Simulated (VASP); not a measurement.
**BP: vibrations by perturbation theory with LDA**

The system is BP.

```xyz
2
Lattice="2.2539 2.2539 0.0000 -2.2539 2.2539 0.0000 0.0000 2.2539 2.2539" Properties=species:S:1:pos:R:3 pbc="T T T"
B     0.0000    0.0000    0.0000
P     1.1269    3.3808    1.1269
```

```
Program                : VASP 6.6.1
Task                   : vibrations by perturbation theory
Functional             : LDA
Potentials or basis    : VASP PAW LDA potentials, release 64 (B, P)
Cutoff                 : 520 eV
k mesh                 : 8 × 8 × 8
Occupations            : gaussian, width 0.01 eV
Spin                   : no spin polarisation
Dipole correction      : no
Further INCAR settings : ALGO = Normal; EDIFF = 1e-08; NBANDS = 11; IBRION = 8; NSW = 1
```

```json
{
  "Highest phonon frequency at Γ, LO-TO splitting left out": "810 cm⁻¹"
}
```

Phonon frequencies in cm⁻¹ (negative: imaginary):
| q point | frequencies |
| --- | --- |
| (0.000, 0.000, 0.000) | 0 0 0 810 810 810 |

Run time: 18 s on 1 thread of Intel(R) Xeon(R) 6975P-C (Granite Rapids), with other jobs on the host, peak memory 0.16 GiB.

Caveat: the cell wasn't relaxed at this level first, which shifts response properties.
